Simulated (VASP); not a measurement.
# Ga (Cmce) in VASP: a series of runs

Ga is run at these levels: PBE; tasks: single point.

All numbers are computed with VASP 6.6.1; they aren't measurements. Logs are shortened: lines on timing, memory, paths and dates and some standing lists are left out, and cuts for length are marked.

## (1) The cell of the first run

It takes space group Cmce (No. 64, orthorhombic). The conventional cell has a = 4.622 Å, b = 7.746 Å, c = 4.546 Å, α = 90.00°, β = 90.00°, γ = 90.00°. Ga (site symmetry m) has 7 Ga at 2.53 to 2.84 Å within 3.3 Å.

## (2) Single point, PBE

INCAR reads:

```
ALGO     = Normal         # electronic algorithm
EDIFF    = 1E-7           # SCF threshold, eV
ENCUT    = 520            # plane-wave cutoff, eV
GGA      = PE             # functional
ISIF     = 2              # what is computed and relaxed
ISMEAR   = -1             # smearing method
LASPH    = T              # aspherical terms in the spheres
LCHARG   = F              # write CHGCAR
LREAL    = F              # projectors in reciprocal space
LWAVE    = F              # write WAVECAR
NBANDS   = 34             # bands
NELM     = 60             # most SCF steps
PREC     = Accurate       # precision mode
SIGMA    = 0.1            # smearing width, eV
```

KPOINTS reads:

```
k-points
0
Gamma
  7 7 6
```

POSCAR reads:

```
Ga
1.0
    2.3107968683     -3.8729233244      0.0000000000
    2.3107968683      3.8729233244      0.0000000000
    0.0000000000      0.0000000000      4.5463111460
Ga
4
Direct
    0.8442122196      0.1557877804      0.0839449706
    0.6557877804      0.3442122196      0.5839449706
    0.1557877804      0.8442122196      0.9160550294
    0.3442122196      0.6557877804      0.4160550294
```

Potentials or basis: VASP PAW PBE potentials, release 64 (Ga_d).

Run with:

```
> cat potpaw_PBE.64/Ga_d/POTCAR > POTCAR
> mpirun -np 1 vasp_std > vasp.out
```

OUTCAR:

```text
EDIFF = 1E-7
   ENCUT = 520
   GGA = PE
   ISIF = 2
   ISMEAR = -1
   LASPH = T
   LREAL = F
   NELM = 60
   PREC = Accurate

 ion  position               nearest neighbor table
   1  0.844  0.156  0.084-   3 2.53   2 2.70   2 2.70   4 2.76   4 2.76   3 2.84   3 2.84
   2  0.656  0.344  0.584-   4 2.53   1 2.70   1 2.70   3 2.76   3 2.76   4 2.84   4 2.84
   3  0.156  0.844  0.916-   1 2.53   4 2.70   4 2.70   2 2.76   2 2.76   1 2.84   1 2.84
   4  0.344  0.656  0.416-   2 2.53   3 2.70   3 2.70   1 2.76   1 2.76   2 2.84   2 2.84

  LATTYP: Found a base centered orthorhombic cell.
 ALAT       =     4.6215937366
 B/A-ratio  =     1.6760120189
 C/A-ratio  =     0.9837106862

  Lattice vectors:

 A1 = (   2.3107968683,  -3.8729233244,   0.0000000000)
 A2 = (   2.3107968683,   3.8729233244,   0.0000000000)
 A3 = (   0.0000000000,   0.0000000000,   4.5463111460)

Analysis of symmetry for initial positions (statically):
=====================================================================
 Subroutine PRICEL returns:
 Original cell was already a primitive cell.

 Routine SETGRP: Setting up the symmetry group for a
 base centered orthorhombic supercell.

 Subroutine GETGRP returns: Found  8 space group operations
 (whereof  4 operations were pure point group operations)
 out of a pool of  8 trial point group operations.

The static configuration has the point symmetry C_2h.
 The point group associated with its full space group is D_2h.

Analysis of symmetry for dynamics (positions and initial velocities):
=====================================================================
 Subroutine PRICEL returns:
 Original cell was already a primitive cell.

 Routine SETGRP: Setting up the symmetry group for a
 base centered orthorhombic supercell.

 Subroutine GETGRP returns: Found  8 space group operations
 (whereof  4 operations were pure point group operations)
 out of a pool of  8 trial point group operations.

The dynamic configuration has the point symmetry C_2h.
 The point group associated with its full space group is D_2h.

 Subroutine INISYM returns: Found  8 space group operations
 (whereof  4 operations are pure point group operations),
 and found     1 'primitive' translations

----------------------------------------------------------------------------------------

                                     Primitive cell

  volume of cell :      81.3748

  direct lattice vectors                    reciprocal lattice vectors
     2.310796868 -3.872923324  0.000000000     0.216375575 -0.129101446  0.000000000
     2.310796868  3.872923324  0.000000000     0.216375575  0.129101446  0.000000000
     0.000000000  0.000000000  4.546311146     0.000000000  0.000000000  0.219958548

  length of vectors
     4.509913219  4.509913219  4.546311146     0.251963435  0.251963435  0.219958548

  position of ions in fractional coordinates (direct lattice)
     0.844212220  0.155787780  0.083944971
     0.655787780  0.344212220  0.583944971
     0.155787780  0.844212220  0.916055029
     0.344212220  0.655787780  0.416055029

  ion indices of the primitive-cell ions
   primitive index   ion index
                 1           1
                 2           2
                 3           3
                 4           4

----------------------------------------------------------------------------------------

 KPOINTS: k-points

Automatic generation of k-mesh.
 Grid dimensions read from file:
 generate k-points for:    7    7    6

 Generating k-lattice:

  Cartesian coordinates                     Fractional coordinates (reciprocal lattice)
     0.030910796 -0.018443064  0.000000000     0.142857143  0.000000000  0.000000000
     0.030910796  0.018443064  0.000000000     0.000000000  0.142857143  0.000000000
     0.000000000  0.000000000  0.036659758     0.000000000  0.000000000  0.166666667

  Length of vectors
     0.035994776  0.035994776  0.036659758

  Shift w.r.t. Gamma in fractional coordinates (k-lattice)
     0.000000000  0.000000000  0.000000000

 Subroutine IBZKPT returns following result:
 ===========================================

 Found     64 irreducible k-points:

 Following reciprocal coordinates:
            Coordinates               Weight
  0.000000  0.000000  0.000000      1.000000
  0.142857 -0.000000  0.000000      4.000000
  0.285714 -0.000000  0.000000      4.000000
  0.428571 -0.000000  0.000000      4.000000
  0.142857  0.142857  0.000000      2.000000
  0.285714  0.142857  0.000000      4.000000
[... 16 lines left out ...]
  0.428571  0.142857  0.166667      8.000000
 -0.428571  0.142857  0.166667      8.000000
 [... further k-points ...]
   k-points           NKPTS =     64   k-points in BZ     NKDIM =     64   number of bands    NBANDS=     34
   number of dos      NEDOS =    301   number of ions     NIONS =      4
   total plane-waves  NPLWV =  46656
   dimension x,y,z NGX =    36 NGY =   36 NGZ =   36
   dimension x,y,z NGXF=    72 NGYF=   72 NGZF=   72
   ions per type =               4
   NGX,Y,Z   is equivalent  to a cutoff of  13.27, 13.27, 13.16 a.u.
   NGXF,Y,Z  is equivalent  to a cutoff of  26.54, 26.54, 26.33 a.u.
 SYSTEM =  unknown system
   PREC   = accura    normal or accurate (medium, high low for compatibility)
   ISTART =      0    job   : 0-new  1-cont  2-samecut
   ICHARG =      2    charge: 1-file 2-atom 10-const
   ISPIN  =      1    spin polarized calculation?
   LNONCOLLINEAR =      F non collinear calculations
   LSORBIT =      F    spin-orbit coupling
   LASPH  =      T    aspherical Exc in radial PAW
   ENCUT  =  520.0 eV  38.22 Ry    6.18 a.u.   8.39  8.39  8.45*2*pi/ulx,y,z
   NELM   =     60;   NELMIN=  2; NELMDL= -5     # of ELM steps
   EDIFF  = 0.1E-06   stopping-criterion for ELM
   LREAL  =      F    real-space projection
   EDIFFG = 0.1E-05   stopping-criterion for IOM
   NSW    =      0    number of steps for IOM
   IBRION =     -1    ionic relax: 0-MD 1-quasi-New 2-CG
   NFREE  =      0    steps in history (QN), initial steepest desc. (CG)
   ISIF   =      2    stress and relaxation
   ISYM   =      2    0-nonsym 1-usesym 2-fastsym
   POTIM  = 0.5000    time-step for ionic-motion
   TEBEG  =    0.0;   TEEND  =   0.0 temperature during run
   PSTRESS=    0.0 pullay stress
   NELECT =      52.0000    total number of electrons
   NUPDOWN=      -1.0000    fix difference up-down
   EMIN   =  10.00;   EMAX   =-10.00  energy-range for DOS
   EFERMI =   0.00;   METHOD = LEGACY
   ISMEAR =    -1;   SIGMA  =   0.10  broadening in eV -4-tet -1-fermi 0-gaus
   EFERMI_NEDOS =   21; number of points for ismear=-14 and -15
   IALGO  =     38    algorithm
   IMIX   =      4    mixing-type and parameters
     AMIX     =   0.40;   BMIX     =  1.00
     AMIX_MAG =   1.60;   BMIX_MAG =  1.00
  volume/ion in A,a.u.               =      20.34       137.29
  Fermi-wavevector in a.u.,A,eV,Ry     =   1.410087  2.664679 27.053093  1.988346
  Thomas-Fermi vector in A             =   2.532077
   LORBIT       =      0    0 simple, 1 ext, 2 COOP (PROOUT), +10 PAW based schemes
   GGA     = PE    functional components
   LHFCALC =     F    Hartree Fock is set to
   AEXX    =    0.0000 exact exchange contribution
   IVDW    =     0    specifies the selected vdW correction
   LEPSILON=     F    determine dielectric tensor
   LRPA    =     F    only Hartree local field effects (RPA)
 non-spin polarized calculation
  energy-cutoff  :      520.00
  volume of cell :       81.37
 maximum number of plane-waves:      2216
 NGX is ok and might be reduce to    36
   NGX = 17   NGY = 17   NGZ = 17

 number of electron      52.0000004 magnetization

 Free energy of the ion-electron system (eV)
  ---------------------------------------------------
  ext. energy  EPLUGINS =         0.00000000
  ---------------------------------------------------
  free energy    TOTEN  =       -11.63050738 eV

  energy without entropy =      -11.59132834  energy(sigma->0) =      -11.61091786

 E-fermi :   4.7235     XC(G=0): -10.4637

 val. band max:        4.7033968685   @ k =   0.1429  -0.0000   0.1667
 cond. band min:       4.7499166270   @ k =   0.0000   0.0000   0.5000
 fundamental gap:      0.0465197585
 Fermi energy:         4.7235410889

 k-point     1 :       0.0000    0.0000    0.0000
  band No.  band energies     occupation
      1     -10.3862      2.00000
      2     -10.3860      2.00000
      3     -10.3629      2.00000
      4     -10.3447      2.00000
      5     -10.3149      2.00000
      6     -10.2981      2.00000
[... 26 lines left out ...]
     33      11.4257      0.00000
     34      11.9323      0.00000

 k-point     2 :       0.1429   -0.0000    0.0000
  band No.  band energies     occupation
      1     -10.3893      2.00000
      2     -10.3782      2.00000
      3     -10.3669      2.00000
      4     -10.3516      2.00000
      5     -10.3051      2.00000
      6     -10.2927      2.00000
[... 26 lines left out ...]
     33      11.2125      0.00000
     34      11.9929      0.00000

 k-point     3 :       0.2857   -0.0000    0.0000
  band No.  band energies     occupation
      1     -10.3893      2.00000
      2     -10.3750      2.00000
      3     -10.3677      2.00000
      4     -10.3545      2.00000
      5     -10.3075      2.00000
      6     -10.2915      2.00000
[... 26 lines left out ...]
     33      10.5663      0.00000
     34      11.8041      0.00000

 k-point     4 :       0.4286   -0.0000    0.0000
  band No.  band energies     occupation
      1     -10.3897      2.00000
      2     -10.3803      2.00000
      3     -10.3607      2.00000
      4     -10.3400      2.00000
      5     -10.3213      2.00000
      6     -10.3167      2.00000
[... 26 lines left out ...]
     33      10.8126      0.00000
     34      12.0084      0.00000

 k-point     5 :       0.1429    0.1429    0.0000
  band No.  band energies     occupation
      1     -10.3900      2.00000
      2     -10.3843      2.00000
      3     -10.3670      2.00000
      4     -10.3552      2.00000
      5     -10.2921      2.00000
      6     -10.2907      2.00000
[... 621 lines left out ...]
 k-point    22 :       0.2857    0.1429    0.1667
  band No.  band energies     occupation
      1     -10.4151      2.00000
      2     -10.3760      2.00000
      3     -10.3711      2.00000
      4     -10.3437      2.00000
      5     -10.3199      2.00000
      6     -10.2910      2.00000
[... 26 lines left out ...]
     33      11.1148      0.00000
     34      12.2264      0.00000

 k-point    23 :       0.4286    0.1429    0.1667
  band No.  band energies     occupation
      1     -10.4158      2.00000
      2     -10.3830      2.00000
      3     -10.3579      2.00000
      4     -10.3479      2.00000
      5     -10.3223      2.00000
      6     -10.2941      2.00000
[... 26 lines left out ...]
     33      12.3205      0.00000
     34      13.0550      0.00000

 k-point    24 :      -0.4286    0.1429    0.1667
  band No.  band energies     occupation
      1     -10.4063      2.00000
      2     -10.3922      2.00000
      3     -10.3530      2.00000
      4     -10.3365      2.00000
      5     -10.3294      2.00000
      6     -10.2960      2.00000
[... 26 lines left out ...]
     33      11.7729      0.00000
     34      12.5547      0.00000

 [... further k-points ...]
[... 5 lines left out ...]
  --------------------------------------------------------------------------------------
  -------------------------------------------------------------------------------------
  Total       -0.1770055      0.1421157      0.1887867      0.0000000      0.0000000      0.0000000
  in kB       -3.4850381      2.7980972      3.7169962      0.0000000      0.0000000      0.0000000
  external PRESSURE =       1.0100184 kB  Pullay stress =       0.0000000 kB

 VOLUME and BASIS-vectors are now :
 -----------------------------------------------------------------------------
  energy-cutoff  :      520.00
  volume of cell :       81.37
      direct lattice vectors                 reciprocal lattice vectors
     2.310796868 -3.872923324  0.000000000     0.216375575 -0.129101446  0.000000000
     2.310796868  3.872923324  0.000000000     0.216375575  0.129101446  0.000000000
     0.000000000  0.000000000  4.546311146     0.000000000  0.000000000  0.219958548

 POSITION                                       TOTAL-FORCE (eV/Angst)
 -----------------------------------------------------------------------------------
      2.31080     -2.66622      0.38164         0.000000     -0.007506     -0.005087
      2.31080     -1.20671      2.65480         0.000000      0.007506     -0.005087
      2.31080      2.66622      4.16467         0.000000      0.007506      0.005087
      2.31080      1.20671      1.89152         0.000000     -0.007506      0.005087
 -----------------------------------------------------------------------------------
    total drift:                                0.000000      0.000000     -0.000000

  FREE ENERGIE OF THE ION-ELECTRON SYSTEM (eV)
  ---------------------------------------------------
  free  energy   TOTEN  =       -11.6305073831 eV

  energy  without entropy=      -11.5913283414  energy(sigma->0) =      -11.61091786
```

It took 90 s on 1 thread of Intel Xeon Platinum 8488C (Sapphire Rapids), shared host; peak memory 0.27 GiB.

What came out:

| Property | Result |
| --- | --- |
| Free energy | -11.6305 eV |
| Pressure | 0.1 GPa |
| Largest force | 0.009 eV/Å |
| Band gap on the k mesh | zero (band 26 reaches 5.04 eV, above the bottom of band 27 at 3.70 eV) |

Forces on the atoms (eV/Å):
```
Ga   0.000 -0.008 -0.005
Ga   0.000  0.008 -0.005
Ga   0.000  0.008  0.005
Ga   0.000 -0.008  0.005
```

Levels at points of the mesh, in eV from the Fermi level:
```
           k point  band 22  band 23  band 24  band 25  band 26  band 27  band 28  band 29  band 30  band 31
(0.00, 0.00, 0.00)    -4.16    -3.57    -2.06    -1.72    -0.68     0.84     0.89     1.00     4.81     5.30
(0.00, 0.00, 0.50)    -8.96    -0.50    -0.50    -0.04    -0.04     0.03     0.03     2.03     2.03     3.80
```

## (3) Single point, PBE

INCAR reads:

```
SYSTEM = Ga
  ALGO = Normal
  EDIFF = 1E-6
  ENCUT = 520
  GGA = PE
  ISIF = 2
  ISMEAR = -1
  LASPH = .TRUE.
  LCHARG = .FALSE.
  LREAL = .FALSE.
  LWAVE = .FALSE.
  NBANDS = 34
  NELM = 60
  PREC = Accurate
  SIGMA = 0.1
```

KPOINTS reads:

```
k-points
0
G
  8 8 7
  0 0 0
```

POSCAR is that of step 2.

Potentials or basis: VASP PAW PBE potentials, release 64 (Ga_d).

Run with:

```
> cat potpaw_PBE.64/Ga_d/POTCAR > POTCAR
> mpirun -np 1 vasp_std > vasp.out
```

OUTCAR:

```text
SYSTEM = Ga
   EDIFF = 1E-6
   ENCUT = 520
   GGA = PE
   ISIF = 2
   ISMEAR = -1
   LASPH = .TRUE.
   LREAL = .FALSE.
   NELM = 60
   PREC = Accurate

 ion  position               nearest neighbor table
   1  0.844  0.156  0.084-   3 2.53   2 2.70   2 2.70   4 2.76   4 2.76   3 2.84   3 2.84
   2  0.656  0.344  0.584-   4 2.53   1 2.70   1 2.70   3 2.76   3 2.76   4 2.84   4 2.84
   3  0.156  0.844  0.916-   1 2.53   4 2.70   4 2.70   2 2.76   2 2.76   1 2.84   1 2.84
   4  0.344  0.656  0.416-   2 2.53   3 2.70   3 2.70   1 2.76   1 2.76   2 2.84   2 2.84

  LATTYP: Found a base centered orthorhombic cell.
 ALAT       =     4.6215937366
[... 1091 lines left out ...]
  -------------------------------------------------------------------------------------
  Total        0.0645161      0.0629885      0.0632168      0.0000000      0.0000000      0.0000000
  in kB        1.2702499      1.2401714      1.2446675      0.0000000      0.0000000      0.0000000
  external PRESSURE =       1.2516963 kB  Pullay stress =       0.0000000 kB

 VOLUME and BASIS-vectors are now :
 -----------------------------------------------------------------------------
  energy-cutoff  :      520.00
  volume of cell :       81.37
      direct lattice vectors                 reciprocal lattice vectors
     2.310796868 -3.872923324  0.000000000     0.216375575 -0.129101446  0.000000000
     2.310796868  3.872923324  0.000000000     0.216375575  0.129101446  0.000000000
     0.000000000  0.000000000  4.546311146     0.000000000  0.000000000  0.219958548

 POSITION                                       TOTAL-FORCE (eV/Angst)
 -----------------------------------------------------------------------------------
      2.31080     -2.66622      0.38164         0.000000      0.006943     -0.002238
      2.31080     -1.20671      2.65480         0.000000     -0.006943     -0.002238
      2.31080      2.66622      4.16467         0.000000     -0.006943      0.002238
      2.31080      1.20671      1.89152         0.000000      0.006943      0.002238
 -----------------------------------------------------------------------------------
    total drift:                                0.000000      0.000000     -0.000000

  FREE ENERGIE OF THE ION-ELECTRON SYSTEM (eV)
  ---------------------------------------------------
  free  energy   TOTEN  =       -11.6387065606 eV

  energy  without entropy=      -11.6052324232  energy(sigma->0) =      -11.62196949
```

OSZICAR:

```text
N       E                     dE             d eps       ncg     rms          rms(c)
DAV:   1     0.358080324854E+03    0.35808E+03   -0.25464E+04  5824   0.285E+03
DAV:   2     0.329302981908E+02   -0.32515E+03   -0.31714E+03  5872   0.533E+02
DAV:   3    -0.102911641243E+02   -0.43221E+02   -0.42681E+02  6498   0.151E+02
DAV:   4    -0.116937296924E+02   -0.14026E+01   -0.13942E+01  6634   0.302E+01
DAV:   5    -0.117228772082E+02   -0.29148E-01   -0.29134E-01  7030   0.452E+00    0.237E+00
DAV:   6    -0.116520708588E+02    0.70806E-01   -0.18825E-01  7286   0.571E+00    0.131E+00
DAV:   7    -0.116393141895E+02    0.12757E-01   -0.53906E-02  8124   0.247E+00    0.302E-01
DAV:   8    -0.116385344367E+02    0.77975E-03   -0.13056E-02  6160   0.123E+00    0.455E-02
DAV:   9    -0.116386961186E+02   -0.16168E-03   -0.10038E-03  6280   0.321E-01    0.243E-02
DAV:  10    -0.116387058556E+02   -0.97370E-05   -0.20165E-04  6860   0.151E-01    0.509E-03
DAV:  11    -0.116387070077E+02   -0.11521E-05   -0.34078E-05  6512   0.678E-02    0.464E-03
DAV:  12    -0.116387065606E+02    0.44702E-06   -0.78196E-06  6410   0.307E-02
   1 F= -.11638707E+02 E0= -.11621969E+02  d E =-.334741E-01
```

Run time: 100 s. Hardware: 1 thread of Intel Xeon Platinum 8488C (Sapphire Rapids), shared host; peak memory 0.3 GiB.

Results:

```yaml
Free_energy: -11.6387 eV
Pressure: 0.1 GPa
Largest_force: 0.007 eV/Å
Band_gap_on_the_k_mesh: zero (band 26 reaches 4.91 eV, above the bottom of band 27 at 4.03 eV)
```

Forces on the atoms (eV/Å):
```
Ga   0.000  0.007 -0.002
Ga   0.000 -0.007 -0.002
Ga   0.000 -0.007  0.002
Ga   0.000  0.007  0.002
```

Levels at points of the mesh, in eV from the Fermi level:
```tsv
k point	band 23	band 24	band 25	band 26	band 27	band 28	band 29	band 30
(0.00, 0.00, 0.00)	-3.56	-2.05	-1.71	-0.67	0.85	0.90	1.01	4.82
(0.50, 0.00, 0.00)	-3.43	-3.43	-1.22	-1.22	0.82	0.82	3.98	3.98
(0.50, 0.50, 0.00)	-4.32	-3.21	-1.63	-1.36	1.13	1.35	3.08	3.78
```

(Part 1 of 2 ends here.)
